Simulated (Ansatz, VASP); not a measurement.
## Two plane-wave programs on MnSi7C8

```
CELL_PARAMETERS angstrom
0.00000 4.35800 4.35800
4.35800 0.00000 4.35800
4.35800 4.35800 0.00000
ATOMIC_POSITIONS crystal
Mn 0.00000 0.00000 0.00000
Si 0.99883 0.99883 0.50117
Si 0.99883 0.50117 0.99883
Si 0.99883 0.50117 0.50117
Si 0.50117 0.99883 0.99883
Si 0.50117 0.99883 0.50117
Si 0.50117 0.50117 0.99883
Si 0.50000 0.50000 0.50000
C 0.13041 0.13041 0.13041
C 0.13041 0.13041 0.60877
C 0.13041 0.60877 0.13041
C 0.12525 0.62492 0.62492
C 0.60877 0.13041 0.13041
C 0.62492 0.12525 0.62492
C 0.62492 0.62492 0.12525
C 0.62492 0.62492 0.62492
```

Alike in both runs: task single point; functional PBEsol; k mesh 3 × 3 × 3; occupations gaussian, width 0.05 eV; collinear spin; Hubbard terms Mn d U = 3.5 eV.

|  | VASP | Ansatz |
| --- | --- | --- |
| version | VASP 6.6.1 | Ansatz 0.2.0 |
| potentials or method | VASP PAW PBE potentials, release 64 (Mn_pv, Si, C), cutoff 520 eV | scalar-relativistic, plane waves, PAW |
| valence electrons in the cell | 73 | 75 |

Ansatz gave:

```
gap on the k mesh at the Fermi level (eV)                     : none
pressure (GPa)                                                : 4.5
rms of the force components (eV/Å)                            : 0.002
net moment per atom (μB)                                      : 0.19
size of the moment on the site where the two differ most (μB) : 3.03
```

Task: What did VASP give for the same quantities?

Result: gap on the k mesh at the Fermi level (eV): none; pressure (GPa): 4.5; rms of the force components (eV/Å): 0.033; net moment per atom (μB): 0.19; size of the moment on the site where the two differ most (μB): 3.39.

VASP's potentials were made for PBE, not for PBEsol. Site moments also hang on the region over which each program counts them. The programs project onto different local orbitals, so the same U acts differently, and such runs can settle in different states. Atom by atom the forces differ by 0.033 eV/Å (rms over components). A gap of «none» marks a metal or a gap that the smearing closes. VASP's potentials hold 73 valence electrons a cell and Ansatz's 75, so a difference there can come from the potentials and not from the codes. Ansatz's warnings: filled band counts differ across k points, stress scf threshold loose.

The k mesh is coarse, so the values compare programs but aren't converged.
